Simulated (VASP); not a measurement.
Wanted: the native input for a VASP 6.6.1 run.

| Property | Result |
| --- | --- |
| Task | single point |
| Functional | PBE |
| Potentials or basis | VASP PAW PBE potentials, release 64 (Br) |
| Cutoff | 520 eV |
| k mesh | 20 × 20 × 20 |
| Occupations | gaussian, width 0.1 eV |
| Spin | no spin polarisation |
| Dipole correction | no |
| Further INCAR settings | ALGO = Normal; EDIFF = 1e-06; NBANDS = 10 |

The structure of Br lies in POSCAR:

```
Br
1.0
   -1.3085838386      1.7011216437      4.4383314772
    1.3085838386     -1.7011216437      4.4383314772
    1.3085838386      1.7011216437     -4.4383314772
Br
1
Direct
    0.0000000000      0.0000000000      0.0000000000
```

These files were run (other wordings do the same):

INCAR

```
SYSTEM = Br
ALGO     = Normal         ! electronic algorithm
EDIFF    = 1E-6           ! SCF threshold, eV
ENCUT    = 520            ! plane-wave cutoff, eV
GGA      = PE             ! functional
ISIF     = 2              ! what is computed and relaxed
ISMEAR   = 0              ! smearing method
LASPH    = .True.         ! aspherical terms in the spheres
LCHARG   = .False.        ! write CHGCAR
LREAL    = .False.        ! projectors in reciprocal space
LWAVE    = .False.        ! write WAVECAR
NBANDS   = 10             ! bands
NELM     = 60             ! most SCF steps
PREC     = Accurate       ! precision mode
SIGMA    = 0.1            ! smearing width, eV
```

KPOINTS

```
k-points
0
Gamma
  20 20 20
  0 0 0
```

Potentials or basis: VASP PAW PBE potentials, release 64 (Br).

Run with:

```console
$ cat potpaw_PBE.64/Br/POTCAR > POTCAR
$ mpirun -np 1 vasp_std > vasp.out
```

It gave:

```
Pressure               : 0.0 GPa
Band gap on the k mesh : zero (an odd number of electrons rules out a gap without spin polarisation)
```

Caveat: an odd number of electrons without spin polarisation forces a metal; a magnetic or distorted state may lie lower.

Wall time 18 min on 1 thread of Intel Xeon 8259CL, with other jobs on the host, peak memory 0.59 GiB.
